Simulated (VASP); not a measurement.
Wanted: the native input for a VASP 6.6.1 run.

* Task: single point
* Functional: PBE
* Potentials or basis: VASP PAW PBE potentials, release 64 (Ga_d, Mo_sv)
* Cutoff: 520 eV
* k mesh: 5 × 5 × 4
* Occupations: gaussian, width 0.2 eV
* Spin: no spin polarisation
* Dipole correction: no
* Further INCAR settings: ALGO = Fast; EDIFF = 1e-07; NBANDS = 35

The structure of GaMo lies in POSCAR:

```
GaMo
1.0
    3.8681251080      0.0000000000      0.0000000000
    0.0000000000      3.8681251080      0.0000000000
    0.0000000000      0.0000000000      4.1135826514
Ga Mo
2 2
Direct
    0.0000000000      0.5000000000      1.0000090422
    0.5000000000      0.0000000000     -0.0000090422
    0.0000000000      0.0000000000      0.5000000000
    0.5000000000      0.5000000000      0.5000000000
```

The cell was generated, and may not be a known phase.

One way to write it, as run:

INCAR

```
SYSTEM = GaMo
  ALGO = Fast
  EDIFF = 1E-7
  ENCUT = 520
  GGA = PE
  ISIF = 2
  ISMEAR = 0
  LASPH = .TRUE.
  LCHARG = .TRUE.
  LELF = .TRUE.
  LREAL = .FALSE.
  LVHAR = .TRUE.
  LWAVE = .FALSE.
  NBANDS = 35
  NELM = 80
  PREC = Accurate
  SIGMA = 0.2
```

KPOINTS

```
k-points
0
G
  5 5 4
  0 0 0
```

Potentials or basis: VASP PAW PBE potentials, release 64 (Ga_d, Mo_sv).

The run is started by

```bash
$ cat potpaw_PBE.64/Ga_d/POTCAR potpaw_PBE.64/Mo_sv/POTCAR > POTCAR
$ mpirun -np 1 vasp_std > vasp.out
```

Results of the run:

```yaml
Pressure: 0.5 GPa
Band_gap_on_the_k_mesh: zero (bands 27 and 28 overlap by 1.53 eV)
```

Caveat: the k points lie up to 0.38 Å⁻¹ apart, too coarse for converged energies and pressures of a metal.

Wall time 62 s on 1 thread of Intel Xeon 8259CL, with other jobs on the host, peak memory 0.18 GiB.
